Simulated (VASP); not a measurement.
TiAl3, 4 atoms in the cell. It takes space group I4/mmm (No. 139, tetragonal). Conventional cell: a = 3.785 Å, b = 3.785 Å, c = 8.465 Å, α = 90.00°, β = 90.00°, γ = 90.00°. Within 3.5 Å of Ti (site symmetry 4/mmm) lie 12 Al at 2.68 to 2.84 Å. Within 3.5 Å of Al (site symmetry 4/mmm) lie 4 Ti at 2.68 Å and 8 Al at 2.84 Å. Within 3.5 Å of Al (site symmetry -4m2) lie 8 Al at 2.68 to 2.84 Å and 4 Ti at 2.84 Å. 

- Program: VASP 6.6.1
- Task: single point
- Functional: LDA
- Potentials or basis: VASP PAW LDA potentials, release 64 (Ti_sv, Al)
- Cutoff: 520 eV
- k mesh: 16 × 16 × 16
- Occupations: fermi-dirac, width 0.15 eV
- Spin: no spin polarisation
- Dipole correction: no
- Further INCAR settings: ALGO = Fast; EDIFF = 1e-06; NBANDS = 18

Potentials or basis: VASP PAW LDA potentials, release 64 (Ti_sv, Al).

The run is started by

```bash
$ cat potpaw_LDA.64/Ti_sv/POTCAR potpaw_LDA.64/Al/POTCAR > POTCAR
$ mpirun -np 1 vasp_std > vasp.out
```

Hardware: 1 thread of Intel(R) Xeon(R) Platinum 8488C (Sapphire Rapids), with other jobs on the host.

Q: Estimate the wall time of this run.

A: Wall time 26 min on 1 thread of Intel(R) Xeon(R) Platinum 8488C (Sapphire Rapids), with other jobs on the host, peak memory 0.48 GiB. Counts: scf iterations 26, k points 349.
